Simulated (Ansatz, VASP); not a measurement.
# Two plane-wave programs on LuH3

```
CELL_PARAMETERS angstrom
11.48000 0.00000 0.00000
0.00000 12.28000 0.00000
0.00000 0.00000 14.54000
ATOMIC_POSITIONS crystal
Lu 0.50008 0.50014 0.61824
Lu 0.50008 0.50014 0.38210
H 0.60818 0.50014 0.50017
H 0.39199 0.50014 0.50017
H 0.50008 0.63383 0.69085
H 0.50008 0.36645 0.69085
H 0.50008 0.63383 0.30949
H 0.50008 0.36645 0.30949
```

Alike in both runs: task single point; functional PBE; k mesh 1 × 1 × 1; occupations gaussian, width 0.01 eV; no spin polarisation.

```csv
,VASP,Ansatz
version,VASP 6.6.1,Ansatz 0.2.0
potentials or method,"VASP PAW PBE potentials, release 64 (Lu, H), cutoff 520 eV","scalar-relativistic, plane waves, PAW"
valence electrons in the cell,56,56
```

```tsv
	VASP	Ansatz	Ansatz less VASP
gap on the k mesh at the Fermi level (eV)	3.10	3.12	+0.014
rms of the force components (eV/Å)	0.077	0.086	+0.0094
```

Atom by atom the forces differ by 0.011 eV/Å (rms over components). The functional is the same, so the differences come from potentials, cutoffs and numerics. Ansatz's warnings: structure snapped to symmetry.

Neither program's run includes spin-orbit coupling.
